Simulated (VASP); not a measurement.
Set up this calculation in VASP 6.6.1, as the native input.

```yaml
Task: single point
Functional: r2SCAN
Potentials_or_basis: VASP PAW PBE potentials, release 64 (Al, Cu)
Cutoff: 520 eV
k_mesh: 13 × 13 × 5
Occupations: gaussian, width 0.15 eV
Spin: no spin polarisation
Dipole_correction: no
Further_INCAR_settings: ALGO = Normal; EDIFF = 1e-07; NBANDS = 42
```

Crystal: Al3Cu2.

```xyz
10
Lattice="-4.1018 0.0000 0.0000 -2.0509 -3.5523 0.0000 0.0000 0.0000 12.9797" Properties=species:S:1:pos:R:3 pbc="T T T"
Al   -2.0509   -3.5523    5.3886
Al   -2.0509   -3.5523    0.3987
Al   -2.0509   -1.1841    7.1359
Al   -2.0509   -1.1841    2.1460
Al   -4.1018   -2.3682    8.6311
Al   -4.1018   -2.3682    3.6412
Cu   -2.0509   -1.1841    9.5809
Cu   -2.0509   -1.1841    4.5910
Cu   -4.1018   -2.3682    6.1861
Cu   -4.1018   -2.3682    1.1962
```

This cell differs from its parent crystal: the distance across one plane changed.

The input as run:

POSCAR

```
Al3Cu2
1.0
   -4.1018117731      0.0000000000      0.0000000000
   -2.0509058865     -3.5522731970      0.0000000000
    0.0000000000      0.0000000000     12.9797228006
Al Cu
6 4
Direct
    0.0000000000      1.0000000000      0.4151514951
    0.0000000000      1.0000000000      0.0307163668
    0.3333333333      0.3333333333      0.5497701186
    0.3333333333      0.3333333333      0.1653349903
    0.6666666667      0.6666666667      0.6649679999
    0.6666666667      0.6666666667      0.2805328716
    0.3333333333      0.3333333333      0.7381417079
    0.3333333333      0.3333333333      0.3537065796
    0.6666666667      0.6666666667      0.4765964105
    0.6666666667      0.6666666667      0.0921612822
```

INCAR.step1

```
SYSTEM = Al3Cu2
ALGO = Normal ; EDIFF = 1E-4
ENCUT = 520 ; GGA = PE
ISMEAR = 0 ; LASPH = .TRUE.
LCHARG = .FALSE. ; LREAL = .FALSE.
LWAVE = .TRUE. ; NBANDS = 42
NELM = 80 ; PREC = Accurate
SIGMA = 0.15
```

INCAR.step2

```
SYSTEM = Al3Cu2
ALGO = Normal ; EDIFF = 1E-7
ENCUT = 520 ; ISIF = 2
ISMEAR = 0 ; ISTART = 1
LASPH = .TRUE. ; LCHARG = .TRUE.
LELF = .TRUE. ; LMIXTAU = .TRUE.
LREAL = .FALSE. ; LVHAR = .TRUE.
LWAVE = .FALSE. ; METAGGA = R2SCAN
NBANDS = 42 ; NELM = 80
PREC = Accurate ; SIGMA = 0.15
```

KPOINTS

```
k-points
0
G
  13 13 5
  0 0 0
```

Potentials or basis: VASP PAW PBE potentials, release 64 (Al, Cu).

Launch:

```bash
$ cat potpaw_PBE.64/Al/POTCAR potpaw_PBE.64/Cu/POTCAR > POTCAR
$ cp INCAR.step1 INCAR
$ mpirun -np 1 vasp_std > vasp.out
$ cp INCAR.step2 INCAR
$ mpirun -np 1 vasp_std > vasp.out
```

Results of the run:

```yaml
Pressure: -2.7 GPa
Largest_force: 0.887 eV/Å
Band_gap_on_the_k_mesh: zero (bands 31 and 32 overlap by 2.78 eV)
```

Caveat: the cell differs from its parent crystal (the distance across one plane changed); the PAW data sets were made with another functional, which shifts forces and pressure a little.

It took 2.3 h on 1 thread of Oxide Virtual Turin-like Processor (shared host), peak memory 0.67 GiB.
